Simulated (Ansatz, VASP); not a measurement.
## WSe2: VASP beside Ansatz

INCAR

```
SYSTEM = WSe2
PREC = Accurate
ENCUT = 520
EDIFF = 1E-7
ISMEAR = -1
SIGMA = 0.02
LREAL = .FALSE.
LASPH = .TRUE.
NELM = 80
ALGO = Normal
ISIF = 2
LWAVE = .FALSE.
LCHARG = .FALSE.
GGA = PE
NBANDS = 35
```

Contents of KPOINTS:

```
regular mesh
0
G
  12 12 2
  0 0 0
```

Contents of POSCAR:

```
WSe2
1.0
    3.2006774228      0.0000000000      0.0000000000
   -1.6003387114      2.7718679575      0.0000000000
    0.0000000000      0.0000000000     12.7542398805
W Se
2 4
Direct
    0.3333333333      0.6666666667      0.2500000000
    0.6666666667      0.3333333333      0.7500000000
    0.6666666667      0.3333333333      0.3828348141
    0.6666666667      0.3333333333      0.1171651859
    0.3333333333      0.6666666667      0.8828348141
    0.3333333333      0.6666666667      0.6171651859
```

Input for Ansatz:

```yaml
crystal:
  lattice:
    - [3.2006774228, 0.0, 0.0]
    - [-1.6003387114, 2.7718679575, 0.0]
    - [0.0, 0.0, 12.7542398805]
  atoms:
    - { symbol: W, position: [0.3333333333, 0.6666666667, 0.25] }
    - { symbol: W, position: [0.6666666667, 0.3333333333, 0.75] }
    - { symbol: Se, position: [0.6666666667, 0.3333333333, 0.3828348141] }
    - { symbol: Se, position: [0.6666666667, 0.3333333333, 0.1171651859] }
    - { symbol: Se, position: [0.3333333333, 0.6666666667, 0.8828348141] }
    - { symbol: Se, position: [0.3333333333, 0.6666666667, 0.6171651859] }
kpoints:
  mp_grid: { grid: [12, 12, 2] }
  band_path:
    path:
      - [0.0, 0.0, 0.0]
      - [0.5, 0.0, 0.0]
      - [0.3333333333, 0.3333333333, 0.0]
      - [0.0, 0.0, 0.5]
      - [0.5, 0.0, 0.5]
      - [0.3333333333, 0.3333333333, 0.5]
      - [0.182292, 0.182292, 0.0]
    npoints: 1
hamiltonian:
  xc: pbe
scf:
  occupations: { method: fermi_dirac, width: 0.02 }
  n_extra_bands: 5
output:
  forces: true
  stress: true
  eigenvalues: true
```

Change from the starting cell: hydrostatic strain -3.0%.

Alike in both runs: task single point; functional PBE; k mesh 12 × 12 × 2; occupations fermi-dirac, width 0.02 eV; no spin polarisation.

|  | VASP | Ansatz |
| --- | --- | --- |
| version | VASP 6.6.1 | Ansatz 0.2.0 |
| potentials or method | VASP PAW PBE potentials, release 64 (W_sv, Se) | plane waves, PAW |
| plane-wave cutoff (eV) | 520 | 420 |
| valence electrons in the cell | 52 | 92 |

|  | VASP | Ansatz | Ansatz less VASP |
| --- | --- | --- | --- |
| gap on the k mesh at the Fermi level (eV) | 0.90 | 0.90 | +0.005 |
| pressure (GPa) | 11.1 | 10.7 | -0.40 |
| traceless stress, the component that is largest in VASP (GPa) | -2.28 | -2.39 | -0.110 |
| rms of the force components (eV/Å) | 0.185 | 0.159 | -0.0260 |

Atom by atom the forces differ by 0.026 eV/Å (rms over components). VASP's potentials hold 52 valence electrons a cell and Ansatz's 92, so a difference there can come from the potentials and not from the codes.

Spin-orbit coupling is off throughout.
